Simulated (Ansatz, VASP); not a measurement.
## LaH3: VASP beside Ansatz

```xyz
4
Lattice="0.0000 2.7865 2.7865 2.7865 0.0000 2.7865 2.7865 2.7865 0.0000" Properties=species:S:1:pos:R:3 pbc="T T T"
La    0.0000    0.0000    0.0000
H     2.7865    2.7865    2.7865
H     4.1797    4.1797    4.1797
H     1.3932    1.3932    1.3932
```

Alike in both runs: task relaxation of cell and atoms; functional PBEsol; dispersion D3(BJ); k mesh 6 × 6 × 6; occupations fermi-dirac, width 0.15 eV; no spin polarisation.

```csv
,VASP,Ansatz
version,VASP 6.6.1,Ansatz 0.2.0
potentials or method,"VASP PAW PBE potentials, release 64 (La, H), cutoff 600 eV","plane waves, PAW"
valence electrons in the cell,14,14
```

Ansatz gave:

```
relaxed volume (Å³/atom)                                     : 10.06
relaxed cell length with the largest relative difference (Å) : 3.847
```

Problem. What did VASP give for the same quantities?

Solution. Relaxed volume (Å³/atom): 10.06; relaxed cell length with the largest relative difference (Å): 3.846.

VASP's potentials were made for PBE, not for PBEsol. Ansatz's warnings: force scf threshold loose, stress scf threshold loose.

Neither program's run includes spin-orbit coupling.
